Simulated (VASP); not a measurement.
Set up this calculation in VASP 6.6.1, as the native input.

```
Task                   : single point
Functional             : r2SCAN
Dispersion             : rVV10
Potentials or basis    : VASP PAW PBE potentials, release 64 (Ti_sv)
Cutoff                 : 520 eV
k mesh                 : 15 × 15 × 1
Occupations            : methfessel-paxton, width 0.1 eV
Spin                   : no spin polarisation
Dipole correction      : yes
Further INCAR settings : ALGO = Normal; EDIFF = 1e-06; NBANDS = 32
```

Slab: Ti, a slab with vacuum.

```
Ti
1.0
     2.92394    0.00000    0.00000
    -1.46197    2.53221    0.00000
     0.00000    0.00000   28.38218
Ti
4
Direct
  0.33333 0.66667 0.21140
  0.66667 0.33333 0.28712
  0.33333 0.66667 0.37293
  0.66667 0.33333 0.45071
```

The input as run:

POSCAR

```
Ti
1.0
    2.9239437779      0.0000000000      0.0000000000
   -1.4619718890      2.5322095909      0.0000000000
    0.0000000000      0.0000000000     28.3821819660
Ti
4
Direct
    0.3333333333      0.6666666667      0.2114002372
    0.6666666667      0.3333333333      0.2871162014
    0.3333333333      0.6666666667      0.3729316614
    0.6666666667      0.3333333333      0.4507054113
```

INCAR.step1

```
SYSTEM = Ti
ALGO = Normal ; DIPOL = 0.5 0.5 0.331
EDIFF = 1E-4 ; ENCUT = 520
GGA = PE ; IDIPOL = 3
ISMEAR = 1 ; LASPH = .True.
LCHARG = .False. ; LDIPOL = .True.
LREAL = .False. ; LWAVE = .True.
NBANDS = 32 ; NELM = 100
PREC = Accurate ; SIGMA = 0.1
```

INCAR.step2

```
SYSTEM = Ti
ALGO = Normal ; BPARAM = 11.95
CPARAM = 0.0093 ; DIPOL = 0.5 0.5 0.331
EDIFF = 1E-6 ; ENCUT = 520
IDIPOL = 3 ; ISIF = 2
ISMEAR = 1 ; ISTART = 1
IVDW_NL = 2 ; LASPH = .True.
LCHARG = .True. ; LDIPOL = .True.
LELF = .True. ; LMIXTAU = .True.
LREAL = .False. ; LUSE_VDW = .True.
LVACPOTAV = .True. ; LVHAR = .True.
LWAVE = .False. ; METAGGA = R2SCAN
NBANDS = 32 ; NELM = 100
PREC = Accurate ; SIGMA = 0.1
```

KPOINTS

```
k-points
0
Gamma
  15 15 1
  0 0 0
```

Potentials or basis: VASP PAW PBE potentials, release 64 (Ti_sv).

Launch:

```sh
$ cat potpaw_PBE.64/Ti_sv/POTCAR > POTCAR
$ cp INCAR.step1 INCAR
$ mpirun -np 1 vasp_std > vasp.out
$ cp INCAR.step2 INCAR
$ mpirun -np 1 vasp_std > vasp.out
```

It gave:

```
Largest force                   : 0.268 eV/Å
Band gap on the k mesh          : zero (band 24 reaches 0.48 eV, above the bottom of band 25 at -0.81 eV)
Work function of the upper face : 4.74 eV
Work function of the lower face : 4.68 eV
```

Caveat: the PAW data sets were made with another functional, which shifts forces and pressure a little.

It took 31 min on 1 thread of AMD EPYC 9R45 96-Core Processor (Zen 5), with other jobs on the host, peak memory 0.85 GiB.
